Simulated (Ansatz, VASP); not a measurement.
## Sr in VASP and in Ansatz

INCAR

```
SYSTEM = Sr
PREC     = Accurate       ! precision mode
ENCUT    = 520            ! plane-wave cutoff, eV
EDIFF    = 1E-7           ! SCF threshold, eV
ISMEAR   = -1             ! smearing method
SIGMA    = 0.1            ! smearing width, eV
LREAL    = .False.        ! projectors in reciprocal space
LASPH    = .True.         ! aspherical terms in the spheres
NELM     = 80             ! most SCF steps
ALGO     = Normal         ! electronic algorithm
ISIF     = 2              ! what is computed and relaxed
LWAVE    = .False.        ! write WAVECAR
LCHARG   = .False.        ! write CHGCAR
GGA      = RP             ! functional
NBANDS   = 11             ! bands
```

KPOINTS

```
regular mesh
0
Gamma
  9 9 9
  0 0 0
```

POSCAR

```
Sr
1.0
    4.0704393652      0.0000000000      0.0000000000
    0.0000000000      4.0704393652      0.0000000000
    0.0000000000      0.0000000000      4.0704393652
Sr
1
Direct
    0.0000000000      0.0000000000      0.0000000000
```

Input for Ansatz:

```yaml
crystal:
  lattice:
    - [4.0704393652, 0.0, 0.0]
    - [0.0, 4.0704393652, 0.0]
    - [0.0, 0.0, 4.0704393652]
  atoms:
    - { symbol: Sr, position: [0.0, 0.0, 0.0] }
hamiltonian:
  xc: rpbe
  pseudopotentials:
    kind: paw
    azcp:
      Sr: "pseudopotentials/Sr.paw.azcp"
basis:
  ecutwfc: 420
  fft_grid_basis: typed
kpoints:
  mp_grid: { grid: [9, 9, 9], shift: [0, 0, 0] }
magnetization:
  spin_polarized: false
scf:
  occupations: { method: fermi_dirac, width: 0.1 }
  lower_state_search: "off"
output:
  stress: true
```

Alike in both runs: task single point; functional RPBE; k mesh 9 × 9 × 9; occupations fermi-dirac, width 0.1 eV; no spin polarisation.

|  | VASP | Ansatz |
| --- | --- | --- |
| version | VASP 6.6.1 | Ansatz 0.2.0 |
| potentials or method | VASP PAW PBE potentials, release 64 (Sr_sv), cutoff 520 eV | plane waves (420 eV) with PAW, scalar-relativistic |
| valence electrons in the cell | 10 | 10 |

|  | VASP | Ansatz | Ansatz less VASP |
| --- | --- | --- | --- |
| pressure (GPa) | -0.4 | -0.4 | 0.00 |

VASP's potentials were made for PBE, not for RPBE.
